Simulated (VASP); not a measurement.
Here is a VASP 6.6.1 calculation.

The input INCAR:

```
PREC = Accurate
ENCUT = 600
EDIFF = 1E-6
ISMEAR = -1
SIGMA = 0.05
LREAL = F
LASPH = T
NELM = 200
ALGO = Normal
ISIF = 2
LWAVE = F
LCHARG = F
ISPIN = 2
MAGMOM = 8.5 0
LORBIT = 11
LMAXMIX = 6
GGA = PE
NBANDS = 22
GGA_COMPAT = F
```

Contents of KPOINTS:

```
Automatic mesh
0
Gamma
  8 8 8
```

File POSCAR:

```
EuS
1.0
    0.0000000000      2.9785000000      2.9785000000
    2.9785000000      0.0000000000      2.9785000000
    2.9785000000      2.9785000000      0.0000000000
Eu S
1 1
Direct
    0.0000000000      0.0000000000      0.0000000000
    0.5000000000      0.5000000000      0.5000000000
```

Potentials or basis: VASP PAW PBE potentials, release 64 (Eu, S).

The run is started by

```console
$ cat potpaw_PBE.64/Eu/POTCAR potpaw_PBE.64/S/POTCAR > POTCAR
$ mpirun -np 1 vasp_std > vasp.out
```

Question: What does it give for the site moments?

Answer: Eu +6.59; S -0.07 μB.

Question: Predict the pressure.

Answer: -2.7 GPa.

Caveat: a cell with one magnetic atom can't hold antiferromagnetic order, which such compounds often take. The state reached can hang on the start; a lower one may exist.
